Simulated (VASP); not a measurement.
**Cd4SeS3: single point with PBE**

Cd4SeS3:

```
Cd Se S
1.0
     8.48345    0.00000    0.00000
    -4.24172    7.34688    0.00000
     0.00000    0.00000    6.91051
Cd Se S
8 2 6
Direct
  0.16250 0.83750 0.37124
  0.16250 0.32501 0.37124
  0.67499 0.83750 0.37124
  0.33333 0.66667 0.88860
  0.83750 0.16250 0.87124
  0.32501 0.16250 0.87124
  0.66667 0.33333 0.38860
  0.83750 0.67499 0.87124
  0.33333 0.66667 0.50066
  0.66667 0.33333 0.00066
  0.16571 0.83429 0.99900
  0.16571 0.33141 0.99900
  0.66859 0.83429 0.99900
  0.83429 0.16571 0.49900
  0.33141 0.16571 0.49900
  0.83429 0.66859 0.49900
```

```yaml
Program: VASP 6.6.1
Task: single point
Functional: PBE
Potentials_or_basis: VASP PAW PBE potentials, release 64 (Cd, Se, S)
Cutoff: 520 eV
k_mesh: 6 × 6 × 4
Occupations: gaussian, width 0.02 eV
Spin: no spin polarisation
```

The pressure is 0.3 GPa. The largest force is 0.009 eV/Å and the band gap on the k mesh is 0.95 eV.

Forces in eV/Å, atoms in the order of the input:
```
Cd   0.002 -0.001  0.001
Cd   0.000  0.003  0.001
Cd  -0.002 -0.001  0.001
Cd   0.000  0.000  0.004
Cd  -0.002  0.001  0.001
Cd   0.002  0.001  0.001
Cd   0.000  0.000  0.004
Cd   0.000 -0.003  0.001
Se   0.000  0.000 -0.009
Se   0.000  0.000 -0.009
S    0.001 -0.001  0.001
S    0.000  0.001  0.001
S   -0.001 -0.001  0.001
S   -0.001  0.001  0.001
S    0.001  0.001  0.001
S    0.000 -0.001  0.001
```

Levels at points of the mesh, in eV from the valence-band top:
```
           k point  band 70  band 71  band 72  band 73  band 74  band 75
(0.00, 0.00, 0.00)    -0.05     0.00     0.00     0.95     2.55     3.46
(0.50, 0.00, 0.00)    -0.43    -0.37    -0.31     2.71     2.77     3.74
(0.00, 0.00, 0.50)    -0.34    -0.34    -0.34     2.61     2.61     3.28
(0.50, 0.00, 0.50)    -0.96    -0.68    -0.68     3.55     3.55     3.62
```

Run time: 13 min on 1 thread of Intel(R) Xeon(R) 6975P-C (Granite Rapids), with other jobs on the host, peak memory 0.78 GiB.

A k mesh can miss the band edges.
